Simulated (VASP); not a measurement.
Input of a VASP 6.6.1 run:

The input INCAR:

```
PREC     = Accurate       # precision mode
ENCUT    = 520            # plane-wave cutoff, eV
EDIFF    = 1E-7           # SCF threshold, eV
ISMEAR   = 0              # smearing method
SIGMA    = 0.15           # smearing width, eV
LREAL    = False          # projectors in reciprocal space
LASPH    = True           # aspherical terms in the spheres
NELM     = 80             # most SCF steps
ALGO     = Normal         # electronic algorithm
ISIF     = 2              # what is computed and relaxed
LWAVE    = False          # write WAVECAR
LCHARG   = True           # write CHGCAR
GGA      = PS             # functional
IVDW     = 12             # dispersion correction
LELF     = True           # ELF
LVHAR    = True         
NBANDS   = 22             # bands
```

File KPOINTS:

```
regular mesh
0
Gamma
  10 10 10
```

File POSCAR:

```
GaSb3
1.0
    0.0000000000      3.4423420432      3.5857729617
    3.4423420432      0.0000000000      3.5857729617
    3.4423420432      3.4423420432      0.0000000000
Ga Sb
1 3
Direct
    0.0000000000      0.0000000000      0.0000000000
    0.2614340758      0.2385659242      0.2385659242
    0.7385659242      0.7614340758      0.7614340758
    0.5000000000      0.5000000000      0.5000000000
```

Potentials or basis: VASP PAW PBE potentials, release 64 (Ga_d, Sb).

Launch:

```sh
$ cat potpaw_PBE.64/Ga_d/POTCAR potpaw_PBE.64/Sb/POTCAR > POTCAR
$ mpirun -np 1 vasp_std > vasp.out
```

(1) Predict the dispersion energy per atom.

(2) What does it give for the band gap on the k mesh?

(3) Estimate the largest force.

Answers

(1) -0.537 eV.

(2) zero (band 14 reaches 11.98 eV, above the bottom of band 15 at 7.61 eV).

(3) 0.535 eV/Å.

Caveat: the PAW data sets were made with another functional, which shifts forces and pressure a little; spin-orbit coupling is left out, which moves the levels of the heavy elements.
